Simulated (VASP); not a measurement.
# LiCl (F-43m) in VASP: further runs, part 2 of 2

VASP 6.6.1.

### 3 Single point, r2SCAN (volume changed by -6%)

POSCAR

```
LiCl
1.0
    0.0000000000      2.6772505036      2.6772505036
    2.6772505036      0.0000000000      2.6772505036
    2.6772505036      2.6772505036      0.0000000000
Li Cl
1 1
Direct
    0.0000000000      0.0000000000      0.0000000000
    0.2500000000      0.2500000000      0.2500000000
```

INCAR.step1

```
PREC = Accurate
ENCUT = 520
ISMEAR = 0
SIGMA = 0.01
LREAL = F
LASPH = T
NELM = 100
NBANDS = 12
GGA = PE
ALGO = Normal
EDIFF = 1E-4
LWAVE = T
LCHARG = F
```

INCAR.step2

```
PREC = Accurate
ENCUT = 520
EDIFF = 1E-6
ISMEAR = 0
SIGMA = 0.01
LREAL = F
LASPH = T
NELM = 100
ALGO = Normal
ISIF = 2
LWAVE = F
LCHARG = F
METAGGA = R2SCAN
LMIXTAU = T
NBANDS = 12
ISTART = 1
```

KPOINTS

```
regular mesh
0
Gamma
  6 6 6
```

Potentials or basis: VASP PAW PBE potentials, release 64 (Li_sv, Cl).

Launch:

```console
$ cat potpaw_PBE.64/Li_sv/POTCAR potpaw_PBE.64/Cl/POTCAR > POTCAR
$ cp INCAR.step1 INCAR
$ mpirun -np 1 vasp_std > vasp.out
$ cp INCAR.step2 INCAR
$ mpirun -np 1 vasp_std > vasp.out
```

OUTCAR:

```text
PREC = Accurate
   ENCUT = 520
   EDIFF = 1E-6
   ISMEAR = 0
   LREAL = F
   LASPH = T
   NELM = 100
   ISIF = 2
   METAGGA = R2SCAN
   ISTART = 1

 ion  position               nearest neighbor table
   1  0.000  0.000  0.000-   2 2.32   2 2.32   2 2.32   2 2.32
   2  0.250  0.250  0.250-   1 2.32   1 2.32   1 2.32   1 2.32

  LATTYP: Found a face centered cubic cell.
 ALAT       =     5.3545010072

  Lattice vectors:

 A1 = (   0.0000000000,   2.6772505036,   2.6772505036)
 A2 = (   2.6772505036,   0.0000000000,   2.6772505036)
 A3 = (   2.6772505036,   2.6772505036,   0.0000000000)

Analysis of symmetry for initial positions (statically):
=====================================================================
 Subroutine PRICEL returns:
 Original cell was already a primitive cell.

 Routine SETGRP: Setting up the symmetry group for a
 face centered cubic supercell.

 Subroutine GETGRP returns: Found 24 space group operations
 (whereof 24 operations were pure point group operations)
 out of a pool of 48 trial point group operations.

The static configuration has the point symmetry T_d .

Analysis of symmetry for dynamics (positions and initial velocities):
=====================================================================
 Subroutine PRICEL returns:
 Original cell was already a primitive cell.

 Routine SETGRP: Setting up the symmetry group for a
 face centered cubic supercell.

 Subroutine GETGRP returns: Found 24 space group operations
 (whereof 24 operations were pure point group operations)
 out of a pool of 48 trial point group operations.

The dynamic configuration has the point symmetry T_d .

 Subroutine INISYM returns: Found 24 space group operations
 (whereof 24 operations are pure point group operations),
 and found     1 'primitive' translations

[... 109 lines left out ...]
   LORBIT       =      0    0 simple, 1 ext, 2 COOP (PROOUT), +10 PAW based schemes
   METAGGA = R2SCAN    functional components
   LHFCALC =     F    Hartree Fock is set to
   AEXX    =    0.0000 exact exchange contribution
   IVDW    =     0    specifies the selected vdW correction
   LEPSILON=     F    determine dielectric tensor
   LRPA    =     F    only Hartree local field effects (RPA)
 non-spin polarized calculation
 Gauss-broadening in eV      SIGMA  =   0.01
  energy-cutoff  :      520.00
  volume of cell :       38.38
 maximum number of plane-waves:      1056
   NGX = 15   NGY = 15   NGZ = 15

 number of electron       9.9999989 magnetization

 Free energy of the ion-electron system (eV)
  ---------------------------------------------------
  ext. energy  EPLUGINS =         0.00000000
  ---------------------------------------------------
  free energy    TOTEN  =       -12.56684634 eV

  energy without entropy =      -12.56684634  energy(sigma->0) =      -12.56684634

 E-fermi :  -1.0760     XC(G=0):  -8.4267

 val. band max:       -1.1848916794   @ k =   0.0000   0.0000   0.0000
 cond. band min:       5.8295861430   @ k =   0.0000   0.0000   0.0000
 fundamental gap:      7.0144778223
 Fermi energy:        -1.0759937787

 k-point     1 :       0.0000    0.0000    0.0000
  band No.  band energies     occupation
      1     -45.2001      2.00000
      2     -14.6299      2.00000
      3      -1.1849      2.00000
      4      -1.1849      2.00000
      5      -1.1849      2.00000
      6       5.8296      0.00000
      7       9.9367      0.00000
      8       9.9367      0.00000
      9       9.9371      0.00000
     10      14.3087      0.00000
     11      14.3087      0.00000
     12      17.9260      0.00000
[... 211 lines left out ...]
 k-point    16 :      -0.3333    0.5000    0.1667
  band No.  band energies     occupation
      1     -45.1972      2.00000
      2     -14.1678      2.00000
      3      -2.8541      2.00000
      4      -2.3108      2.00000
      5      -2.2557      2.00000
      6       7.0170      0.00000
      7      10.0468      0.00000
      8      11.6957      0.00000
      9      12.7875      0.00000
     10      14.6321      0.00000
     11      16.5148      0.00000
     12      17.4513      0.00000

------------------------ aborting loop because EDIFF is reached ----------------------------------------

  FORCE on cell =-STRESS in cart. coord.  units (eV):
  Direction    XX          YY          ZZ          XY          YZ          ZX
  --------------------------------------------------------------------------------------
  -------------------------------------------------------------------------------------
  Total        0.3856903      0.3856903      0.3856903      0.0000000      0.0000000      0.0000000
  in kB       16.1009793     16.1009793     16.1009793      0.0000000      0.0000000      0.0000000
  external PRESSURE =      16.1009793 kB  Pullay stress =       0.0000000 kB

 VOLUME and BASIS-vectors are now :
 -----------------------------------------------------------------------------
  energy-cutoff  :      520.00
  volume of cell :       38.38
      direct lattice vectors                 reciprocal lattice vectors
     0.000000000  2.677250504  2.677250504    -0.186758766  0.186758766  0.186758766
     2.677250504  0.000000000  2.677250504     0.186758766 -0.186758766  0.186758766
     2.677250504  2.677250504  0.000000000     0.186758766  0.186758766 -0.186758766

 POSITION                                       TOTAL-FORCE (eV/Angst)
 -----------------------------------------------------------------------------------
      0.00000      0.00000      0.00000        -0.000000      0.000000      0.000000
      1.33863      1.33863      1.33863         0.000000     -0.000000     -0.000000
 -----------------------------------------------------------------------------------
    total drift:                                0.000000      0.000000      0.000000

  FREE ENERGIE OF THE ION-ELECTRON SYSTEM (eV)
  ---------------------------------------------------
  free  energy   TOTEN  =       -12.5668463398 eV

  energy  without entropy=      -12.5668463398  energy(sigma->0) =      -12.56684634
```

OUTCAR.step1:

```text
PREC = Accurate
   ENCUT = 520
   ISMEAR = 0
   LREAL = F
   LASPH = T
[... 451 lines left out ...]
 -----------------------------------------------------------------------------------
      0.00000      0.00000      0.00000         0.000000      0.000000      0.000000
      1.33863      1.33863      1.33863        -0.000000     -0.000000     -0.000000
 -----------------------------------------------------------------------------------
    total drift:                               -0.000001     -0.000001     -0.000001

  FREE ENERGIE OF THE ION-ELECTRON SYSTEM (eV)
  ---------------------------------------------------
  free  energy   TOTEN  =        -7.4001193126 eV

  energy  without entropy=       -7.4001193126  energy(sigma->0) =       -7.40011931
```

Run time: 56 s. Hardware: 1 thread of AMD EPYC 7R13, shared host; peak memory 0.13 GiB.

Results:

- Free energy: -12.5668 eV
- Band gap on the k mesh: 7.01 eV, direct

Caveat: the cutoff is under 1.25 times the usual one of these potentials, so pressure, stress and relaxed cells hold a basis-set (Pulay) error; the PAW data sets were made with another functional, which shifts forces and pressure a little.

### 4 Single point, r2SCAN (volume changed by -3%)

POSCAR

```
LiCl
1.0
    0.0000000000      2.7054341589      2.7054341589
    2.7054341589      0.0000000000      2.7054341589
    2.7054341589      2.7054341589      0.0000000000
Li Cl
1 1
Direct
    0.0000000000      0.0000000000      0.0000000000
    0.2500000000      0.2500000000      0.2500000000
```

INCAR.step1

```
SYSTEM = LiCl
PREC     = Accurate       ! precision mode
ENCUT    = 520            ! plane-wave cutoff, eV
ISMEAR   = 0              ! smearing method
SIGMA    = 0.01           ! smearing width, eV
LREAL    = .FALSE.        ! projectors in reciprocal space
LASPH    = .TRUE.         ! aspherical terms in the spheres
NELM     = 60             ! most SCF steps
NBANDS   = 12             ! bands
GGA      = PE             ! functional
ALGO     = Normal         ! electronic algorithm
EDIFF    = 1E-4           ! SCF threshold, eV
LWAVE    = .TRUE.         ! write WAVECAR
LCHARG   = .FALSE.        ! write CHGCAR
```

INCAR.step2

```
SYSTEM = LiCl
PREC     = Accurate       ! precision mode
ENCUT    = 520            ! plane-wave cutoff, eV
EDIFF    = 1E-7           ! SCF threshold, eV
ISMEAR   = 0              ! smearing method
SIGMA    = 0.01           ! smearing width, eV
LREAL    = .FALSE.        ! projectors in reciprocal space
LASPH    = .TRUE.         ! aspherical terms in the spheres
NELM     = 60             ! most SCF steps
ALGO     = Normal         ! electronic algorithm
ISIF     = 2              ! what is computed and relaxed
LWAVE    = .FALSE.        ! write WAVECAR
LCHARG   = .FALSE.        ! write CHGCAR
METAGGA  = R2SCAN         ! meta-GGA
LMIXTAU  = .TRUE.       
NBANDS   = 12             ! bands
ISTART   = 1
```

KPOINTS

```
Automatic mesh
0
G
  6 6 6
  0 0 0
```

Launch:

```console
$ cat potpaw_PBE.64/Li_sv/POTCAR potpaw_PBE.64/Cl/POTCAR > POTCAR
$ cp INCAR.step1 INCAR
$ mpirun -np 1 vasp_std > vasp.out
$ cp INCAR.step2 INCAR
$ mpirun -np 1 vasp_std > vasp.out
```

It took 58 s on 1 thread of AMD EPYC 7R13, shared host; peak memory 0.13 GiB.

It converged, with:

| Quantity | Value |
| --- | --- |
| Free energy | -12.5761 eV |
| Band gap on the k mesh | 6.89 eV, direct |

Levels at points of the mesh, in eV from the valence-band top:
```tsv
k point	band 3	band 4	band 5	band 6	band 7	band 8
(0.00, 0.00, 0.00)	0.00	0.00	0.00	6.89	11.09	11.09
(0.50, 0.00, 0.00)	-2.14	-0.31	-0.31	9.31	11.17	11.17
(0.50, 0.50, 0.00)	-1.72	-0.90	-0.90	7.16	10.47	15.00
```

Caveat: the cutoff is under 1.25 times the usual one of these potentials, so pressure, stress and relaxed cells hold a basis-set (Pulay) error; the PAW data sets were made with another functional, which shifts forces and pressure a little. A k mesh can miss the band edges.

### 5 Overview

| level | cell | gap on the mesh (eV) |
| --- | --- | --- |
| PBE | a = 3.976 Å, angles 60.0°, 2 atoms | 5.77 |
| r2SCAN | a = 3.786 Å, angles 60.0°, 2 atoms | 7.01 |
| r2SCAN | a = 3.826 Å, angles 60.0°, 2 atoms | 6.89 |

Alike in all rows: task single point; potentials or basis VASP PAW PBE potentials, release 64 (Li_sv, Cl); no spin polarisation; k mesh 6 × 6 × 6; cutoff (eV) 520; smearing gaussian 0.01 eV.

Caveats: the cutoff is under 1.25 times the usual one of these potentials, so pressure, stress and relaxed cells hold a basis-set (Pulay) error; the PAW data sets were made with another functional, which shifts forces and pressure a little (some runs).

Total energies depend on the potentials used, so only differences within one code and one set of settings carry meaning.
